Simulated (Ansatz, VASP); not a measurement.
# P in VASP and in Ansatz

The input INCAR:

```
SYSTEM = P
PREC = Accurate
ENCUT = 520
EDIFF = 1E-6
ISMEAR = -1
SIGMA = 0.1
LREAL = .FALSE.
LASPH = .TRUE.
NELM = 80
ALGO = Normal
ISIF = 2
LWAVE = .FALSE.
LCHARG = .FALSE.
GGA = PE
NBANDS = 8
```

KPOINTS

```
Automatic mesh
0
G
  17 17 17
  0 0 0
```

Contents of POSCAR:

```
P
1.0
   -1.4163731298      1.4163731298      1.4163731298
    1.4163731298     -1.4163731298      1.4163731298
    1.4163731298      1.4163731298     -1.4163731298
P
1
Direct
    0.0000000000      0.0000000000      0.0000000000
```

Input for Ansatz:

```yaml
crystal:
  lattice:
    - [-1.4163731298, 1.4163731298, 1.4163731298]
    - [1.4163731298, -1.4163731298, 1.4163731298]
    - [1.4163731298, 1.4163731298, -1.4163731298]
  atoms:
    - { symbol: P, position: [0.0, 0.0, 0.0] }
kpoints:
  mp_grid: { grid: [17, 17, 17] }
scf:
  occupations: { method: fermi_dirac, width: 0.1 }
hamiltonian:
  xc: pbe
  pseudopotentials: { kind: all_electron, lapw: { basis_error: 0.001 } }
output:
  forces: true
  stress: true
  eigenvalues: true
  populations: true
```

Change from the starting cell: volume scaled by 0.8, LAPW.

Alike in both runs: task single point; functional PBE; k mesh 17 × 17 × 17; occupations fermi-dirac, width 0.1 eV; no spin polarisation.

|  | VASP | Ansatz |
| --- | --- | --- |
| version | VASP 6.6.1 | Ansatz 0.2.0 |
| potentials or method | VASP PAW PBE potentials, release 64 (P), cutoff 520 eV | all-electron LAPW, scalar-relativistic |

```tsv
	VASP	Ansatz	Ansatz less VASP
pressure (GPa)	33.1	33.8	+0.72
```

Both programs put the cell under a high pressure, so it lies far from rest at this level. Ansatz ran all-electron here, and VASP with PAW potentials.
